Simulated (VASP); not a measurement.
Y: single point with r2SCAN

The system is Y.

```
Y
1.0
     0.00000    2.55504    2.35063
     2.55504    0.00000    2.35063
     2.55504    2.55504    0.00000
Y
1
Direct
  0.00000 0.00000 0.00000
```

This cell differs from its parent crystal: ratio of the length along z to the lengths across it x 0.92, volume and fractional coordinates fixed.

```yaml
Program: VASP 6.6.1
Task: single point
Functional: r2SCAN
Potentials_or_basis: VASP PAW PBE potentials, release 64 (Y_sv)
Cutoff: 520 eV
k_mesh: 18 × 18 × 18
Occupations: gaussian, width 0.15 eV
Spin: no spin polarisation
Dipole_correction: no
Further_INCAR_settings: ALGO = Normal; EDIFF = 1e-06; NBANDS = 12
```

| Item | Value |
| --- | --- |
| Pressure | 3.5 GPa |
| Band gap on the k mesh | zero (an odd number of electrons rules out a gap without spin polarisation) |

Stress tensor (GPa, compression positive):
```
3.05 0.00 0.00
0.00 3.05 0.00
0.00 0.00 4.33
```

Levels at points of the mesh, in eV from the Fermi level:
| k point | band 2 | band 3 | band 4 | band 5 | band 6 | band 7 | band 8 | band 9 | band 10 | band 11 |
| --- | --- | --- | --- | --- | --- | --- | --- | --- | --- | --- |
| (0.00, 0.00, 0.00) | -23.04 | -23.03 | -23.03 | -5.08 | 1.94 | 1.94 | 2.56 | 3.87 | 4.77 | 9.55 |
| (0.50, 0.00, 0.00) | -23.76 | -23.16 | -23.09 | -2.08 | 0.64 | 1.49 | 2.35 | 5.69 | 6.21 | 8.98 |
| (0.50, 0.50, 0.00) | -23.70 | -23.35 | -23.35 | -1.94 | -1.19 | 3.15 | 5.97 | 6.38 | 6.38 | 8.03 |
| (0.50, 0.00, 0.50) | -23.71 | -23.31 | -23.20 | -1.98 | -0.81 | 1.92 | 5.88 | 6.03 | 6.70 | 8.48 |

Wall time 9.7 min on 1 thread of Intel(R) Xeon(R) Platinum 8259CL CPU @ 2.50GHz (Skylake/Cascade Lake), on a shared host, peak memory 0.34 GiB.

Caveat: the cell stands under pressure; the PAW data sets were made with another functional, which shifts forces and pressure a little.
